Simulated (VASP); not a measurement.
**Zn: single point with revPBE**

Zn:

```
CELL_PARAMETERS angstrom
-1.56904 1.56904 1.56904
1.56904 -1.56904 1.56904
1.56904 1.56904 -1.56904
ATOMIC_POSITIONS crystal
Zn 0.00000 0.00000 0.00000
```

- Program: VASP 6.6.1
- Task: single point
- Functional: revPBE
- Potentials or basis: VASP PAW PBE potentials, release 64 (Zn)
- Cutoff: 520 eV
- k mesh: 12 × 12 × 12
- Occupations: fermi-dirac, width 0.05 eV
- Spin: no spin polarisation
- Dipole correction: no
- Further INCAR settings: ALGO = Fast; EDIFF = 1e-06; NBANDS = 12

| Quantity | Value |
| --- | --- |
| Pressure | 1.9 GPa |
| Band gap on the k mesh | zero (band 6 reaches 7.39 eV, above the bottom of band 7 at 2.22 eV) |

Levels at points of the mesh, in eV from the Fermi level:
```tsv
k point	band 3	band 4	band 5	band 6	band 7	band 8	band 9	band 10
(0.00, 0.00, 0.00)	-7.73	-7.73	-7.24	-7.24	19.07	19.07	19.07	20.68
(0.50, 0.00, 0.00)	-7.26	-7.21	-6.91	-2.64	-0.95	11.34	12.68	15.25
(0.50, 0.50, 0.50)	-6.99	-6.99	-6.99	4.22	4.22	4.22	7.55	8.50
```

Wall time 5.9 s on 1 thread of Intel Xeon 6975P-C, on a shared host, peak memory 0.13 GiB.

Caveat: the PAW data sets were made with another functional, which shifts forces and pressure a little.
